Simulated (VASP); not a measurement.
# Os3N2 (P-3m1) in VASP: further runs, part 2 of 2

VASP 6.6.1.

### 3 Single point, PBE

This run uses another cell than the first one, of 15.32 Å³/atom.

File INCAR:

```
  ALGO = Normal
  EDIFF = 1E-6
  ENCUT = 520
  GGA = PE
  ISIF = 2
  ISMEAR = 0
  LASPH = T
  LCHARG = T
  LELF = T
  LREAL = F
  LVHAR = T
  LWAVE = F
  NBANDS = 25
  NELM = 60
  PREC = Accurate
  SIGMA = 0.1
```

File KPOINTS:

```
k-points
0
Gamma
  12 12 4
```

File POSCAR:

```
Os3N2
1.0
    3.0379071632      0.0000000000      0.0000000000
   -1.5189535816      2.6309047777      0.0000000000
    0.0000000000      0.0000000000      9.5846456399
Os N
3 2
Direct
    0.0000000000      0.0000000000      0.0000000000
    0.3333333333      0.6666666667      0.7704747904
    0.6666666667      0.3333333333      0.2295252096
    0.3333333333      0.6666666667      0.3056896690
    0.6666666667      0.3333333333      0.6943103310
```

Potentials or basis: VASP PAW PBE potentials, release 64 (Os, N).

Started as:

```bash
$ cat potpaw_PBE.64/Os/POTCAR potpaw_PBE.64/N/POTCAR > POTCAR
$ mpirun -np 1 vasp_std > vasp.out
```

OUTCAR:

```text
EDIFF = 1E-6
   ENCUT = 520
   GGA = PE
   ISIF = 2
   ISMEAR = 0
   LASPH = T
   LREAL = F
   NELM = 60
   PREC = Accurate

 ion  position               nearest neighbor table
   1  0.000  0.000  0.000-   2 2.81   3 2.81   3 2.81   2 2.81   3 2.81   2 2.81
   2  0.333  0.667  0.770-   5 1.90   5 1.90   5 1.90   1 2.81   1 2.81   1 2.81
   3  0.667  0.333  0.230-   4 1.90   4 1.90   4 1.90   1 2.81   1 2.81   1 2.81
   4  0.333  0.667  0.306-   3 1.90   3 1.90   3 1.90
   5  0.667  0.333  0.694-   2 1.90   2 1.90   2 1.90

  LATTYP: Found a hexagonal cell.
 ALAT       =     3.0379071632
 C/A-ratio  =     3.1550159781

  Lattice vectors:

 A1 = (   3.0379071632,   0.0000000000,   0.0000000000)
 A2 = (  -1.5189535816,   2.6309047777,   0.0000000000)
 A3 = (   0.0000000000,   0.0000000000,   9.5846456399)

Analysis of symmetry for initial positions (statically):
=====================================================================
 Subroutine PRICEL returns:
 Original cell was already a primitive cell.

 Routine SETGRP: Setting up the symmetry group for a
 hexagonal supercell.

 Subroutine GETGRP returns: Found 12 space group operations
 (whereof 12 operations were pure point group operations)
 out of a pool of 24 trial point group operations.

The static configuration has the point symmetry D_3d.

Analysis of symmetry for dynamics (positions and initial velocities):
=====================================================================
 Subroutine PRICEL returns:
 Original cell was already a primitive cell.

 Routine SETGRP: Setting up the symmetry group for a
 hexagonal supercell.

 Subroutine GETGRP returns: Found 12 space group operations
 (whereof 12 operations were pure point group operations)
 out of a pool of 24 trial point group operations.

The dynamic configuration has the point symmetry D_3d.

[... 123 lines left out ...]
     AMIX     =   0.40;   BMIX     =  1.00
     AMIX_MAG =   1.60;   BMIX_MAG =  1.00
  volume/ion in A,a.u.               =      15.32       103.39
  Fermi-wavevector in a.u.,A,eV,Ry     =   1.248770  2.359834 21.217297  1.559427
  Thomas-Fermi vector in A             =   2.382842
   LORBIT       =      0    0 simple, 1 ext, 2 COOP (PROOUT), +10 PAW based schemes
   GGA     = PE    functional components
   LHFCALC =     F    Hartree Fock is set to
   AEXX    =    0.0000 exact exchange contribution
   IVDW    =     0    specifies the selected vdW correction
   LEPSILON=     F    determine dielectric tensor
   LRPA    =     F    only Hartree local field effects (RPA)
 non-spin polarized calculation
 Gauss-broadening in eV      SIGMA  =   0.10
  energy-cutoff  :      520.00
  volume of cell :       76.60
 maximum number of plane-waves:      2099
 NGX is ok and might be reduce to    24
   NGX = 11   NGY = 11   NGZ = 35

 number of electron      33.9999995 magnetization

 Free energy of the ion-electron system (eV)
  ---------------------------------------------------
  ext. energy  EPLUGINS =         0.00000000
  ---------------------------------------------------
  free energy    TOTEN  =       -46.33461693 eV

  energy without entropy =      -46.30946566  energy(sigma->0) =      -46.32204130

 E-fermi :   5.1502     XC(G=0): -11.1753

 val. band max:        5.1498230834   @ k =  -0.0833   0.2500   0.2500
 cond. band min:       5.1529278463   @ k =   0.1667   0.0833   0.0000
 fundamental gap:      0.0031047629
 Fermi energy:         5.1501583669

 k-point     1 :       0.0000    0.0000    0.0000
  band No.  band energies     occupation
      1     -11.9491      2.00000
      2     -11.8937      2.00000
      3      -2.5326      2.00000
      4      -2.2865      2.00000
      5      -2.2865      2.00000
      6      -2.2298      2.00000
[... 661 lines left out ...]
     24      10.2247      0.00000
     25      10.4333      0.00000

 [... further k-points ...]

------------------------ aborting loop because EDIFF is reached ----------------------------------------

  FORCE on cell =-STRESS in cart. coord.  units (eV):
  Direction    XX          YY          ZZ          XY          YZ          ZX
  --------------------------------------------------------------------------------------
  -------------------------------------------------------------------------------------
  Total        1.3443731      1.3443731      0.4261818      0.0000000      0.0000000     -0.0000000
  in kB       28.1173703     28.1173703      8.9135314      0.0000000      0.0000000     -0.0000000
  external PRESSURE =      21.7160906 kB  Pullay stress =       0.0000000 kB

 VOLUME and BASIS-vectors are now :
 -----------------------------------------------------------------------------
  energy-cutoff  :      520.00
  volume of cell :       76.60
      direct lattice vectors                 reciprocal lattice vectors
     3.037907163  0.000000000  0.000000000     0.329173983  0.190048688  0.000000000
    -1.518953582  2.630904778  0.000000000     0.000000000  0.380097375  0.000000000
     0.000000000  0.000000000  9.584645640     0.000000000  0.000000000  0.104333539

 POSITION                                       TOTAL-FORCE (eV/Angst)
 -----------------------------------------------------------------------------------
      0.00000      0.00000      0.00000         0.000000      0.000000      0.000000
     -0.00000      1.75394      7.38473        -0.000000     -0.000000      0.249292
      1.51895      0.87697      2.19992         0.000000      0.000000     -0.249292
     -0.00000      1.75394      2.92993        -0.000000      0.000000      0.265941
      1.51895      0.87697      6.65472         0.000000     -0.000000     -0.265941
 -----------------------------------------------------------------------------------
    total drift:                                0.000000      0.000000      0.000000

  FREE ENERGIE OF THE ION-ELECTRON SYSTEM (eV)
  ---------------------------------------------------
  free  energy   TOTEN  =       -46.3346169323 eV

  energy  without entropy=      -46.3094656637  energy(sigma->0) =      -46.32204130
```

OSZICAR:

```text
N       E                     dE             d eps       ncg     rms          rms(c)
DAV:   1     0.250547176829E+03    0.25055E+03   -0.16180E+04  3538   0.127E+03
DAV:   2    -0.246521306484E+02   -0.27520E+03   -0.25696E+03  3641   0.413E+02
DAV:   3    -0.517406265984E+02   -0.27088E+02   -0.25560E+02  4685   0.104E+02
DAV:   4    -0.526379443608E+02   -0.89732E+00   -0.88636E+00  4102   0.214E+01
DAV:   5    -0.526567808398E+02   -0.18836E-01   -0.18809E-01  4641   0.274E+00    0.519E+01
DAV:   6    -0.481543586344E+02    0.45024E+01   -0.31963E+01  5372   0.432E+01    0.145E+01
DAV:   7    -0.480534315953E+02    0.10093E+00   -0.14370E+01  5479   0.327E+01    0.212E+01
DAV:   8    -0.475746358416E+02    0.47880E+00   -0.11912E+01  4931   0.230E+01    0.133E+01
DAV:   9    -0.463266058449E+02    0.12480E+01   -0.23365E+00  5388   0.144E+01    0.182E+00
DAV:  10    -0.463351095312E+02   -0.85037E-02   -0.19512E-01  3624   0.322E+00    0.152E+00
DAV:  11    -0.463363357064E+02   -0.12262E-02   -0.82331E-03  4817   0.759E-01    0.967E-01
DAV:  12    -0.463345560495E+02    0.17797E-02   -0.28267E-03  4846   0.468E-01    0.126E-01
DAV:  13    -0.463346265498E+02   -0.70500E-04   -0.54870E-04  3612   0.157E-01    0.567E-02
DAV:  14    -0.463346177216E+02    0.88282E-05   -0.39280E-05  4636   0.497E-02    0.100E-02
DAV:  15    -0.463346169323E+02    0.78934E-06   -0.59440E-06  4064   0.237E-02
   1 F= -.46334617E+02 E0= -.46322041E+02  d E =-.251513E-01
```

Wall time 3.6 min (1 thread of Oxide Virtual Turin-like, shared host); peak memory 0.23 GiB.

What came out:

* Free energy: -46.3346 eV
* Pressure: 2.2 GPa
* Largest force: 0.266 eV/Å
* Band gap on the k mesh: zero (bands 17 and 18 overlap by 0.43 eV)

Forces on the atoms (eV/Å):
```
Os   0.000  0.000  0.000
Os   0.000  0.000  0.249
Os   0.000  0.000 -0.249
N    0.000  0.000  0.266
N    0.000  0.000 -0.266
```

Levels at points of the mesh, in eV from the Fermi level:
| k point | band 13 | band 14 | band 15 | band 16 | band 17 | band 18 | band 19 | band 20 | band 21 | band 22 |
| --- | --- | --- | --- | --- | --- | --- | --- | --- | --- | --- |
| (0.00, 0.00, 0.00) | -2.46 | -1.50 | -1.50 | -0.73 | -0.73 | -0.29 | -0.29 | 2.23 | 2.49 | 4.72 |
| (0.50, 0.00, 0.00) | -1.89 | -1.84 | -0.48 | 0.02 | 0.07 | 0.58 | 0.72 | 1.15 | 1.82 | 1.90 |
| (0.00, 0.00, 0.50) | -2.47 | -1.50 | -1.50 | -0.73 | -0.73 | -0.28 | -0.28 | 2.07 | 2.49 | 4.71 |
| (0.50, 0.00, 0.50) | -1.89 | -1.84 | -0.48 | 0.04 | 0.07 | 0.53 | 0.84 | 1.15 | 1.71 | 1.90 |

Caveat: spin-orbit coupling is left out, which moves the levels of the heavy elements.

### 4 Relaxation of cell and atoms, PBE

This run uses another cell than the first one, of 10.57 Å³/atom.

File INCAR:

```
PREC     = Accurate       # precision mode
ENCUT    = 600            # plane-wave cutoff, eV
EDIFF    = 1E-6           # SCF threshold, eV
ISMEAR   = 0              # smearing method
SIGMA    = 0.1            # smearing width, eV
LREAL    = False          # projectors in reciprocal space
LASPH    = True           # aspherical terms in the spheres
NELM     = 80             # most SCF steps
ALGO     = Normal         # electronic algorithm
ISIF     = 3              # what is computed and relaxed
LWAVE    = False          # write WAVECAR
LCHARG   = False          # write CHGCAR
GGA      = PE             # functional
IBRION   = 2              # ionic algorithm
NSW      = 90             # ionic steps
EDIFFG   = -0.04          # ionic threshold
```

File KPOINTS:

```
Automatic mesh
0
Gamma
  6 6 4
```

File POSCAR:

```
Os3N2
1.0
    3.3974911626      0.0000000000      0.0000000000
   -1.6987455813      2.9423136560      0.0000000000
    0.0000000000      0.0000000000      5.2859443723
Os N
3 2
Direct
    0.0000000000      0.0000000000      0.0000000000
    0.3333333333      0.6666666667      0.6450000000
    0.6666666667      0.3333333333      0.3550000000
    0.3333333333      0.6666666667      0.2450000000
    0.6666666667      0.3333333333      0.7550000000
```

Potentials or basis: VASP PAW PBE potentials, release 64 (Os, N).

Started as:

```bash
$ cat potpaw_PBE.64/Os/POTCAR potpaw_PBE.64/N/POTCAR > POTCAR
$ mpirun -np 1 vasp_std > vasp.out
```

OUTCAR:

```text
PREC = Accurate
   ENCUT = 600
   EDIFF = 1E-6
   ISMEAR = 0
   LREAL = False
   LASPH = True
   NELM = 80
   ISIF = 3
   GGA = PE
   IBRION = 2
   NSW = 90
   EDIFFG = -0.04

 ion  position               nearest neighbor table
   1  0.000  0.000  0.000-   4 2.35   5 2.35   5 2.35   4 2.35   5 2.35   4 2.35   2 2.71   3 2.71
                             2 2.71   3 2.71   3 2.71   2 2.71
   2  0.333  0.667  0.645-   5 2.05   5 2.05   5 2.05   4 2.11   3 2.49   3 2.49   3 2.49   1 2.71
                             1 2.71   1 2.71
   3  0.667  0.333  0.355-   4 2.05   4 2.05   4 2.05   5 2.11   2 2.49   2 2.49   2 2.49   1 2.71
                             1 2.71   1 2.71
   4  0.333  0.667  0.245-   3 2.05   3 2.05   3 2.05   2 2.11   1 2.35   1 2.35   1 2.35
   5  0.667  0.333  0.755-   2 2.05   2 2.05   2 2.05   3 2.11   1 2.35   1 2.35   1 2.35

  LATTYP: Found a hexagonal cell.
 ALAT       =     3.3974911626
 C/A-ratio  =     1.5558375635

  Lattice vectors:

 A1 = (   3.3974911626,   0.0000000000,   0.0000000000)
 A2 = (  -1.6987455813,   2.9423136560,   0.0000000000)
 A3 = (   0.0000000000,   0.0000000000,   5.2859443723)

Analysis of symmetry for initial positions (statically):
=====================================================================
 Subroutine PRICEL returns:
 Original cell was already a primitive cell.

 Routine SETGRP: Setting up the symmetry group for a
 hexagonal supercell.

 Subroutine GETGRP returns: Found 12 space group operations
 (whereof 12 operations were pure point group operations)
 out of a pool of 24 trial point group operations.

The static configuration has the point symmetry D_3d.

Analysis of symmetry for dynamics (positions and initial velocities):
=====================================================================
 Subroutine PRICEL returns:
 Original cell was already a primitive cell.

 Routine SETGRP: Setting up the symmetry group for a
 hexagonal supercell.

 Subroutine GETGRP returns: Found 12 space group operations
 (whereof 12 operations were pure point group operations)
 out of a pool of 24 trial point group operations.
[... 143 lines left out ...]
 NGX is ok and might be reduce to    28
   NGX = 13   NGY = 13   NGZ = 21

--------------------------------------- Ionic step        1  -------------------------------------------

 number of electron      33.9999999 magnetization

 Free energy of the ion-electron system (eV)
  ---------------------------------------------------
  ext. energy  EPLUGINS =         0.00000000
  ---------------------------------------------------
  free energy    TOTEN  =       -41.30385827 eV

  energy without entropy =      -41.28636751  energy(sigma->0) =      -41.29511289

------------------------ aborting loop because EDIFF is reached ----------------------------------------

  FORCE on cell =-STRESS in cart. coord.  units (eV):
  Direction    XX          YY          ZZ          XY          YZ          ZX
  --------------------------------------------------------------------------------------
  -------------------------------------------------------------------------------------
  Total       15.4885409     15.4885409     17.2531925      0.0000000     -0.0000000      0.0000000
  in kB      469.6249893    469.6249893    523.1306409      0.0000000     -0.0000000      0.0000000
  external PRESSURE =     487.4602065 kB  Pullay stress =       0.0000000 kB
[... 98 lines left out ...]
  FREE ENERGIE OF THE ION-ELECTRON SYSTEM (eV)
  ---------------------------------------------------
  free  energy   TOTEN  =       -42.6488797182 eV

  energy  without entropy=      -42.6308446605  energy(sigma->0) =      -42.63986219

 E-fermi :  10.4316     XC(G=0): -14.0787

 val. band max:       10.4295412486   @ k =   0.1667   0.0000   0.2500
 cond. band min:      10.4384315317   @ k =   0.1667   0.0000   0.0000
 fundamental gap:      0.0088902831
 Fermi energy:        10.4316301145

 k-point     1 :       0.0000    0.0000    0.0000
  band No.  band energies     occupation
      1      -8.2649      2.00000
      2      -6.7552      2.00000
      3      -0.8931      2.00000
      4       1.6505      2.00000
      5       2.9602      2.00000
      6       4.5689      2.00000
[... 565 lines left out ...]
     20      11.5325      0.00000
     21      11.5841      0.00000

[... ionic steps 4 to 65 ...]

--------------------------------------- Ionic step       66  -------------------------------------------

 number of electron      34.0000003 magnetization

------------------------ aborting loop because EDIFF is reached ----------------------------------------
[... 73 lines left out ...]
--------------------------------------- Ionic step       68  -------------------------------------------

 number of electron      34.0000003 magnetization

 Free energy of the ion-electron system (eV)
  ---------------------------------------------------
  ext. energy  EPLUGINS =         0.00000000
  ---------------------------------------------------
  free energy    TOTEN  =       -45.03756584 eV

  energy without entropy =      -45.01409243  energy(sigma->0) =      -45.02582913

 E-fermi :   9.3963     XC(G=0): -13.7453

 val. band max:        9.3714969799   @ k =   0.3333   0.1667   0.2500
 cond. band min:       9.4105506200   @ k =   0.1667   0.0000   0.2500
 fundamental gap:      0.0390536401
 Fermi energy:         9.3963455831

 k-point     1 :       0.0000    0.0000    0.0000
  band No.  band energies     occupation
      1      -8.5197      2.00000
      2      -7.0164      2.00000
      3      -1.3276      2.00000
      4       1.2119      2.00000
      5       1.9871      2.00000
      6       4.0019      2.00000
[... 597 lines left out ...]
  FREE ENERGIE OF THE ION-ELECTRON SYSTEM (eV)
  ---------------------------------------------------
  free  energy   TOTEN  =       -45.0375658380 eV

  energy  without entropy=      -45.0140924304  energy(sigma->0) =      -45.02582913

 reached required accuracy - stopping structural energy minimisation
```

OSZICAR:

```text
N       E                     dE             d eps       ncg     rms          rms(c)
DAV:   1     0.317083487984E+03    0.31708E+03   -0.18431E+04  1040   0.178E+03
DAV:   2    -0.868685205147E+01   -0.32577E+03   -0.31408E+03  1013   0.567E+02
[... 667 lines left out ...]
DAV:   3    -0.450367103837E+02    0.36908E-03   -0.59748E-03  1720   0.647E-01    0.170E-01
DAV:   4    -0.450364867921E+02    0.22359E-03   -0.13067E-03  1728   0.295E-01    0.107E-01
DAV:   5    -0.450364634480E+02    0.23344E-04   -0.20658E-04  1432   0.117E-01    0.212E-02
DAV:   6    -0.450364640179E+02   -0.56993E-06   -0.20062E-05  1353   0.415E-02    0.972E-03
DAV:   7    -0.450364637211E+02    0.29684E-06   -0.27075E-06   652   0.139E-02
  63 F= -.45036464E+02 E0= -.45024242E+02  d E =-.214199E-02
       N       E                     dE             d eps       ncg     rms          rms(
```

CONTCAR:

```text
Os3N2
   1.00000000000000
     2.7721205128811950   -0.0000000000000000   -0.0000000000000000
    -1.3860602564405975    2.4007267865349915    0.0000000000000001
     0.0000000000000001   -0.0000000000000003    8.2903795353733969
  Os              N
     3     2
Direct
     0.0000000000000000    0.0000000000000000    0.0000000000000000
     0.3333333332999970    0.6666666667000030    0.6211018561765668
     0.6666666667000030    0.3333333332999970    0.3788981438234335
     0.3333333332999970    0.6666666667000030    0.1708889206595870
     0.6666666667000030    0.3333333332999970    0.8291110793404133

  0.00000000E+00  0.00000000E+00  0.00000000E+00
  0.00000000E+00  0.00000000E+00  0.00000000E+00
  0.00000000E+00  0.00000000E+00  0.00000000E+00
  0.00000000E+00  0.00000000E+00  0.00000000E+00
  0.00000000E+00  0.00000000E+00  0.00000000E+00
```

Wall time 23 min (1 thread of Oxide Virtual Turin-like, shared host); peak memory 0.18 GiB.

Results:

- Free energy: -45.0376 eV
- Relaxed volume: 11.03 Å³/atom
- Relaxed cell: a = 2.772 Å, b = 2.772 Å, c = 8.290 Å, α = 90.00°, β = 90.00°, γ = 120.00°
- Space group after relaxing (to 0.1 Å): P-3m1 (No. 164)
- Pressure after relaxing: -0.1 GPa
- Largest force after relaxing: 0.021 eV/Å
- Band gap on the k mesh: zero (bands 17 and 18 overlap by 2.88 eV)

Forces on the atoms (eV/Å):
```
Os   0.000  0.000  0.000
Os   0.000  0.000 -0.021
Os   0.000  0.000  0.021
N    0.000  0.000 -0.016
N    0.000  0.000  0.016
```

Final structure:
```yaml
crystal:
  lattice:
    - [2.77212, 0.00000, 0.00000]
    - [-1.38606, 2.40073, 0.00000]
    - [0.00000, 0.00000, 8.29038]
  atoms:
    - { symbol: Os, position: [0.00000, 0.00000, 0.00000] }
    - { symbol: Os, position: [0.33333, 0.66667, 0.62110] }
    - { symbol: Os, position: [0.66667, 0.33333, 0.37890] }
    - { symbol: N, position: [0.33333, 0.66667, 0.17089] }
    - { symbol: N, position: [0.66667, 0.33333, 0.82911] }
```

Levels at points of the mesh, in eV from the Fermi level:
```
           k point  band 15  band 16  band 17  band 18  band 19  band 20
(0.00, 0.00, 0.00)    -1.93    -1.93    -1.01    -1.01    -1.01    -1.01
(0.50, 0.00, 0.00)    -0.26     0.20     1.04     1.50     1.51     1.98
(0.00, 0.00, 0.50)    -2.28    -2.28    -1.81    -1.81     0.39     0.71
(0.50, 0.00, 0.50)     0.81     1.01     1.01     1.41     1.50     1.62
```

Caveat: a cell axis changed by over 15 % at a fixed basis, so the end point is rough; spin-orbit coupling is left out, which moves the levels of the heavy elements.

### 5 Summary

```tsv
task	cell	k mesh	cutoff (eV)	gap on the mesh (eV)	pressure (GPa)	largest force (eV/Å)
single point	a = 3.206, b = 3.206, c = 6.987 Å, angles 90.0, 90.0, 120.0°, 5 atoms, atomic positions A	6 × 6 × 4	520	none	2.4	0.20
single point	a = 3.038, b = 3.038, c = 9.585 Å, angles 90.0, 90.0, 120.0°, 5 atoms, atomic positions B	12 × 12 × 4	520	none	2.2	0.27
relaxation of cell and atoms	relaxed from a = 3.397, b = 3.397, c = 5.286 Å, angles 90.0, 90.0, 120.0°, 5 atoms, atomic positions C	6 × 6 × 4	600	none	-0.1	0.02
```

Alike in all rows: level PBE; potentials or basis VASP PAW PBE potentials, release 64 (Os, N); no spin polarisation; smearing gaussian 0.1 eV.

Caveats: some runs use coarse meshes; spin-orbit coupling is left out, which moves the levels of the heavy elements; a cell axis changed by over 15 % at a fixed basis, so the end point is rough (at least some runs).

Total energies depend on the potentials used, so only differences within one code and one set of settings carry meaning.

The gap in the log of VASP goes by the Fermi energy; the results here count the filled bands.